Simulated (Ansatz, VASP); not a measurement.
# One calculation of TlCl, two programs

Contents of POSCAR:

```
TlCl
1.0
    3.8008966900      0.0000000000      0.0000000000
    0.0000000000      3.8008966900      0.0000000000
    0.0000000000      0.0000000000      3.8008966900
Tl Cl
1 1
Direct
    0.0000000000      0.0000000000      0.0000000000
    0.5000000000      0.5000000000      0.5000000000
```

File INCAR.step1:

```
ALGO = Normal
EDIFF = 1E-5
ENCUT = 550
GGA = PE
GGA_COMPAT = False
ISMEAR = -1
LASPH = True
LCHARG = False
LREAL = False
LWAVE = True
NBANDS = 17
NELM = 120
PREC = Accurate
SIGMA = 0.1
```

The input INCAR.step2:

```
ALGO = Normal
EDIFF = 1E-6
ENCUT = 550
GGA_COMPAT = False
ISIF = 2
ISMEAR = -1
ISTART = 1
LASPH = True
LCHARG = False
LMIXTAU = True
LREAL = False
LWAVE = False
METAGGA = R2SCAN
NBANDS = 17
NELM = 120
PREC = Accurate
SIGMA = 0.1
```

KPOINTS

```
k-points
0
Gamma
  7 7 7
```

Input for Ansatz:

```yaml
crystal:
  lattice:
    - [3.80089669, 0.0, 0.0]
    - [0.0, 3.80089669, 0.0]
    - [0.0, 0.0, 3.80089669]
  atoms:
    - { symbol: Tl, position: [0.0, 0.0, 0.0] }
    - { symbol: Cl, position: [0.5, 0.5, 0.5] }
  symmetry: { tolerance: 0.0003 }
kpoints:
  mp_grid: { grid: [7, 7, 7], shift: [0, 0, 0] }
  band_path:
    path:
      - [0.0, 0.0, 0.0]
      - [0.0, 0.5, 0.0]
      - [0.5, 0.5, 0.0]
      - [0.0, 0.0, 0.0]
      - [0.5, 0.5, 0.5]
      - [0.0, 0.5, 0.0]
    npoints: 10
magnetization:
  spin_polarized: false
scf:
  occupations: { method: fermi_dirac }
  lower_state_search: "off"
  max_iter: 200
hamiltonian:
  pseudopotentials: { kind: paw }
  xc: r2scan
basis:
  ecutwfc: 500
  fft_grid_basis: typed
output:
  forces: true
  stress: true
  eigenvalues: true
  bader: true
  populations: true
  elf: true
  write_potential: true
  volumetric_format: npy
  dos:
    e_range: [-12, 8]
    de: 0.05
    projected: { site_lists: { Cl: [Cl], Tl: [Tl] } }
checkpoint:
  read: saved_state
```

Alike in both runs: task single point; functional r2SCAN; k mesh 7 × 7 × 7; no spin polarisation.

|  | VASP | Ansatz |
| --- | --- | --- |
| version | VASP 6.6.1 | Ansatz 0.2.0 |
| potentials or method | VASP PAW PBE potentials, release 64 (Tl_d, Cl), cutoff 550 eV | PAW plane waves |
| occupations | fermi-dirac, width 0.1 eV | fermi-dirac |
| valence electrons in the cell | 20 | 20 |

Ansatz gave:

| Property | Result |
| --- | --- |
| pressure (GPa) | 0.9 |

Question: What did VASP give for the same quantities?

Answer: Pressure (GPa): 0.8.

VASP's potentials were made for PBE, not for r2SCAN.

Spin-orbit coupling is off throughout.
